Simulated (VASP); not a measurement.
# LaTlO2 (I4_1/amd) in VASP: single point with PBE

Aim: the single point of LaTlO2 with PBE.

All numbers are computed with VASP 6.6.1; they aren't measurements. Logs are shortened: lines on timing, memory, paths and dates and some standing lists are left out, and cuts for length are marked.

## Step 1: The cell of the first run

Symmetry: I4_1/amd, No. 141, tetragonal system. The conventional cell has a = 5.233 Å, b = 5.233 Å, c = 12.014 Å, α = 90.00°, β = 90.00°, γ = 90.00°. Within 3.8 Å of Tl (site symmetry -4m2) lie 6 O at 2.68 to 3.58 Å and 4 La at 3.70 Å. O (site symmetry 2mm) has 3 La at 2.43 to 2.68 Å and 2 Tl at 2.68 Å and 2 O at 3.20 Å within 3.3 Å. La (site symmetry -4m2) has 6 O at 2.43 to 2.68 Å within 3.2 Å.

## Step 2: Single point, PBE (20.56 Å³/atom)

INCAR

```
SYSTEM = LaTlO2
  PREC = Accurate
  ENCUT = 520
  EDIFF = 1E-7
  ISMEAR = 0
  SIGMA = 0.01
  LREAL = .FALSE.
  LASPH = .TRUE.
  NELM = 60
  ALGO = Normal
  ISIF = 2
  LWAVE = .FALSE.
  LCHARG = .TRUE.
  GGA = PE
  LELF = .TRUE.
  LVHAR = .TRUE.
  NBANDS = 46
```

KPOINTS

```
regular mesh
0
G
  6 6 6
  0 0 0
```

POSCAR

```
LaTlO2
1.0
   -2.6163545660      2.6163545660      6.0070579019
    2.6163545660     -2.6163545660      6.0070579019
    2.6163545660      2.6163545660     -6.0070579019
Tl O La
2 4 2
Direct
    0.7500000000      0.2500000000      0.5000000000
    0.0000000000      0.0000000000      0.0000000000
    0.4520396072     -0.0479603928      0.5000000000
    0.7020396072      0.7020396072      0.0000000000
    0.0479603928      0.5479603928      0.5000000000
    0.2979603928      0.2979603928      0.0000000000
    0.2500000000      0.7500000000      0.5000000000
    0.5000000000      0.5000000000      0.0000000000
```

Potentials or basis: VASP PAW PBE potentials, release 64 (Tl_d, O, La).

Run with:

```bash
cat potpaw_PBE.64/Tl_d/POTCAR potpaw_PBE.64/O/POTCAR potpaw_PBE.64/La/POTCAR > POTCAR
mpirun -np 1 vasp_std > vasp.out
```

OUTCAR:

```text
SYSTEM = LaTlO2
   PREC = Accurate
   ENCUT = 520
   EDIFF = 1E-7
   ISMEAR = 0
   LREAL = .FALSE.
   LASPH = .TRUE.
   NELM = 60
   ISIF = 2
   GGA = PE

 ion  position               nearest neighbor table
   1  0.750  0.250  0.500-   6 2.68   4 2.68   6 2.68   4 2.68   7 3.70   7 3.70   7 3.70   7 3.70
                             2 3.98   2 3.98   2 3.98   2 3.98
   2  0.000  0.000  0.000-   5 2.68   3 2.68   5 2.68   3 2.68   8 3.70   8 3.70   8 3.70   8 3.70
                             1 3.98   1 3.98   1 3.98   1 3.98
   3  0.452  0.952  0.500-   7 2.43   8 2.68   2 2.68   2 2.68   8 2.68
   4  0.702  0.702  0.000-   8 2.43   1 2.68   7 2.68   1 2.68   7 2.68
   5  0.048  0.548  0.500-   7 2.43   2 2.68   8 2.68   2 2.68   8 2.68
   6  0.298  0.298  0.000-   8 2.43   7 2.68   1 2.68   7 2.68   1 2.68
   7  0.250  0.750  0.500-   3 2.43   5 2.43   4 2.68   6 2.68   6 2.68   4 2.68   1 3.70   1 3.70
                             1 3.70   1 3.70
   8  0.500  0.500  0.000-   4 2.43   6 2.43   5 2.68   3 2.68   5 2.68   3 2.68   2 3.70   2 3.70
                             2 3.70   2 3.70

  LATTYP: Found a body centered tetragonal cell.
 ALAT       =     5.2327091320
 C/A-ratio  =     2.2959647671

  Lattice vectors:

 A1 = (  -2.6163545660,   2.6163545660,   6.0070579019)
 A2 = (   2.6163545660,  -2.6163545660,   6.0070579019)
 A3 = (   2.6163545660,   2.6163545660,  -6.0070579019)

Analysis of symmetry for initial positions (statically):
=====================================================================
 Subroutine PRICEL returns:
 Original cell was already a primitive cell.

 Routine SETGRP: Setting up the symmetry group for a
 body centered tetragonal supercell.

 Subroutine GETGRP returns: Found 16 space group operations
 (whereof  8 operations were pure point group operations)
 out of a pool of 16 trial point group operations.

The static configuration has the point symmetry D_2d.
 The point group associated with its full space group is D_4h.

Analysis of symmetry for dynamics (positions and initial velocities):
=====================================================================
 Subroutine PRICEL returns:
 Original cell was already a primitive cell.

 Routine SETGRP: Setting up the symmetry group for a
 body centered tetragonal supercell.

 Subroutine GETGRP returns: Found 16 space group operations
 (whereof  8 operations were pure point group operations)
 out of a pool of 16 trial point group operations.

The dynamic configuration has the point symmetry D_2d.
 The point group associated with its full space group is D_4h.

 Subroutine INISYM returns: Found 16 space group operations
 (whereof  8 operations are pure point group operations),
 and found     1 'primitive' translations

----------------------------------------------------------------------------------------

                                     Primitive cell

  volume of cell :     164.4807

  direct lattice vectors                    reciprocal lattice vectors
    -2.616354566  2.616354566  6.007057902     0.000000000  0.191105597  0.083235422
     2.616354566 -2.616354566  6.007057902     0.191105597  0.000000000  0.083235422
     2.616354566  2.616354566 -6.007057902     0.191105597  0.191105597  0.000000000

  length of vectors
     7.055165984  7.055165984  7.055165984     0.208445399  0.208445399  0.270264126

  position of ions in fractional coordinates (direct lattice)
     0.750000000  0.250000000  0.500000000
     0.000000000  0.000000000  0.000000000
     0.452039607  0.952039607  0.500000000
     0.702039607  0.702039607  0.000000000
     0.047960393  0.547960393  0.500000000
     0.297960393  0.297960393  0.000000000
     0.250000000  0.750000000  0.500000000
     0.500000000  0.500000000  0.000000000

  ion indices of the primitive-cell ions
   primitive index   ion index
                 1           1
                 2           2
                 3           3
                 4           4
                 5           5
                 6           6
                 7           7
                 8           8

----------------------------------------------------------------------------------------

 KPOINTS: regular mesh

Automatic generation of k-mesh.
 Grid dimensions read from file:
 generate k-points for:    6    6    6

 Generating k-lattice:

  Cartesian coordinates                     Fractional coordinates (reciprocal lattice)
     0.000000000  0.031850933  0.013872570     0.166666667  0.000000000 -0.000000000
     0.031850933  0.000000000  0.013872570     0.000000000  0.166666667 -0.000000000
     0.031850933  0.031850933  0.000000000     0.000000000  0.000000000  0.166666667

  Length of vectors
     0.034740900  0.034740900  0.045044021

  Shift w.r.t. Gamma in fractional coordinates (k-lattice)
     0.000000000  0.000000000  0.000000000

 Subroutine IBZKPT returns following result:
 ===========================================

 Found     30 irreducible k-points:

 Following reciprocal coordinates:
            Coordinates               Weight
  0.000000  0.000000  0.000000      1.000000
  0.166667  0.000000 -0.000000      8.000000
  0.333333  0.000000 -0.000000      8.000000
  0.500000  0.000000 -0.000000      4.000000
  0.166667  0.166667 -0.000000      8.000000
  0.333333  0.166667 -0.000000     16.000000
[... 16 lines left out ...]
 -0.333333 -0.333333  0.166667      8.000000
 -0.166667 -0.333333  0.166667      8.000000
 [... further k-points ...]
   k-points           NKPTS =     30   k-points in BZ     NKDIM =     30   number of bands    NBANDS=     46
   number of dos      NEDOS =    301   number of ions     NIONS =      8
   total plane-waves  NPLWV = 157464
   dimension x,y,z NGX =    54 NGY =   54 NGZ =   54
   dimension x,y,z NGXF=   108 NGYF=  108 NGZF=  108
   ions per type =               2   4   2
   NGX,Y,Z   is equivalent  to a cutoff of  12.72, 12.72, 12.72 a.u.
   NGXF,Y,Z  is equivalent  to a cutoff of  25.45, 25.45, 25.45 a.u.
 SYSTEM =  LaTlO2
   PREC   = accura    normal or accurate (medium, high low for compatibility)
   ISTART =      0    job   : 0-new  1-cont  2-samecut
   ICHARG =      2    charge: 1-file 2-atom 10-const
   ISPIN  =      1    spin polarized calculation?
   LNONCOLLINEAR =      F non collinear calculations
   LSORBIT =      F    spin-orbit coupling
   LASPH  =      T    aspherical Exc in radial PAW
   ENCUT  =  520.0 eV  38.22 Ry    6.18 a.u.  13.12 13.12 13.12*2*pi/ulx,y,z
   NELM   =     60;   NELMIN=  2; NELMDL= -5     # of ELM steps
   EDIFF  = 0.1E-06   stopping-criterion for ELM
   LREAL  =      F    real-space projection
   EDIFFG = 0.1E-05   stopping-criterion for IOM
   NSW    =      0    number of steps for IOM
   IBRION =     -1    ionic relax: 0-MD 1-quasi-New 2-CG
   NFREE  =      0    steps in history (QN), initial steepest desc. (CG)
   ISIF   =      2    stress and relaxation
   ISYM   =      2    0-nonsym 1-usesym 2-fastsym
   POTIM  = 0.5000    time-step for ionic-motion
   TEBEG  =    0.0;   TEEND  =   0.0 temperature during run
   PSTRESS=    0.0 pullay stress
   NELECT =      72.0000    total number of electrons
   NUPDOWN=      -1.0000    fix difference up-down
   EMIN   =  10.00;   EMAX   =-10.00  energy-range for DOS
   EFERMI =   0.00;   METHOD = LEGACY
   ISMEAR =     0;   SIGMA  =   0.01  broadening in eV -4-tet -1-fermi 0-gaus
   EFERMI_NEDOS =   21; number of points for ismear=-14 and -15
   IALGO  =     38    algorithm
   IMIX   =      4    mixing-type and parameters
     AMIX     =   0.40;   BMIX     =  1.00
     AMIX_MAG =   1.60;   BMIX_MAG =  1.00
  volume/ion in A,a.u.               =      20.56       138.75
  Fermi-wavevector in a.u.,A,eV,Ry     =   1.243027  2.348981 21.022591  1.545117
  Thomas-Fermi vector in A             =   2.377356
   LORBIT       =      0    0 simple, 1 ext, 2 COOP (PROOUT), +10 PAW based schemes
   GGA     = PE    functional components
   LHFCALC =     F    Hartree Fock is set to
   AEXX    =    0.0000 exact exchange contribution
   IVDW    =     0    specifies the selected vdW correction
   LEPSILON=     F    determine dielectric tensor
   LRPA    =     F    only Hartree local field effects (RPA)
 non-spin polarized calculation
 Gauss-broadening in eV      SIGMA  =   0.01
  energy-cutoff  :      520.00
  volume of cell :      164.48
 maximum number of plane-waves:      4453
 NGX is ok and might be reduce to    54
   NGX = 27   NGY = 27   NGZ = 27

 number of electron      72.0000002 magnetization

 Free energy of the ion-electron system (eV)
  ---------------------------------------------------
  ext. energy  EPLUGINS =         0.00000000
  ---------------------------------------------------
  free energy    TOTEN  =       -51.34666115 eV

  energy without entropy =      -51.34666115  energy(sigma->0) =      -51.34666115

 E-fermi :   5.8990     XC(G=0):  -9.7969

 val. band max:        5.8298552920   @ k =   0.3333   0.3333   0.1667
 cond. band min:       6.9959441952   @ k =   0.0000   0.0000   0.0000
 fundamental gap:      1.1660889033
 Fermi energy:         5.8990398785

 k-point     1 :       0.0000    0.0000    0.0000
  band No.  band energies     occupation
      1     -26.1852      2.00000
      2     -26.0935      2.00000
      3     -12.2713      2.00000
      4     -11.5623      2.00000
      5     -11.1337      2.00000
      6     -11.1301      2.00000
[... 38 lines left out ...]
     45       8.8103      0.00000
     46       8.8349      0.00000

 k-point     2 :       0.1667    0.0000   -0.0000
  band No.  band energies     occupation
      1     -26.1800      2.00000
      2     -26.0974      2.00000
      3     -12.2712      2.00000
      4     -11.6796      2.00000
      5     -11.2292      2.00000
      6     -11.1972      2.00000
[... 1070 lines left out ...]
 k-point    24 :      -0.1667   -0.3333    0.1667
  band No.  band energies     occupation
      1     -26.1691      2.00000
      2     -26.1085      2.00000
      3     -12.2011      2.00000
      4     -11.7820      2.00000
      5     -11.2422      2.00000
      6     -11.1616      2.00000
[... 38 lines left out ...]
     45       8.7675      0.00000
     46       8.8276      0.00000

 [... further k-points ...]

------------------------ aborting loop because EDIFF is reached ----------------------------------------

  FORCE on cell =-STRESS in cart. coord.  units (eV):
  Direction    XX          YY          ZZ          XY          YZ          ZX
  --------------------------------------------------------------------------------------
  -------------------------------------------------------------------------------------
  Total       -4.4171009     -4.4171009     -5.2758651      0.0000000      0.0000000      0.0000000
  in kB      -43.0261904    -43.0261904    -51.3912595      0.0000000      0.0000000      0.0000000
  external PRESSURE =     -45.8145467 kB  Pullay stress =       0.0000000 kB

 VOLUME and BASIS-vectors are now :
 -----------------------------------------------------------------------------
  energy-cutoff  :      520.00
  volume of cell :      164.48
      direct lattice vectors                 reciprocal lattice vectors
    -2.616354566  2.616354566  6.007057902     0.000000000  0.191105597  0.083235422
     2.616354566 -2.616354566  6.007057902     0.191105597  0.000000000  0.083235422
     2.616354566  2.616354566 -6.007057902     0.191105597  0.191105597  0.000000000

 POSITION                                       TOTAL-FORCE (eV/Angst)
 -----------------------------------------------------------------------------------
      0.00000      2.61635      3.00353        -0.000000     -0.000000     -0.000000
      0.00000      0.00000      0.00000        -0.000000     -0.000000      0.000000
      2.61635      0.00000      5.43086        -0.000000      0.000000     -0.210177
      0.00000      0.00000      8.43439         0.000000     -0.000000     -0.210177
      2.61635      0.00000      0.57620        -0.000000      0.000000      0.210177
      0.00000      0.00000      3.57973         0.000000     -0.000000      0.210177
      2.61635      0.00000      3.00353        -0.000000     -0.000000      0.000000
      0.00000      0.00000      6.00706        -0.000000     -0.000000     -0.000000
 -----------------------------------------------------------------------------------
    total drift:                               -0.000000     -0.000000      0.000000

  FREE ENERGIE OF THE ION-ELECTRON SYSTEM (eV)
  ---------------------------------------------------
  free  energy   TOTEN  =       -51.3466611473 eV

  energy  without entropy=      -51.3466611473  energy(sigma->0) =      -51.34666115
```

It took 11 min on 1 thread of Oxide Virtual Turin-like, shared host; peak memory 0.51 GiB.

Results:

```yaml
Free_energy: -51.3467 eV
Pressure: -4.6 GPa
Largest_force: 0.210 eV/Å
Band_gap_on_the_k_mesh: 1.17 eV (least direct gap 1.54 eV)
```

Forces on the atoms (eV/Å):
```
Tl   0.000  0.000  0.000
Tl   0.000  0.000  0.000
O    0.000  0.000 -0.210
O    0.000  0.000 -0.210
O    0.000  0.000  0.210
O    0.000  0.000  0.210
La   0.000  0.000  0.000
La   0.000  0.000  0.000
```

Caveat: the cell stands under tension; spin-orbit coupling is left out, which moves the levels of the heavy elements.
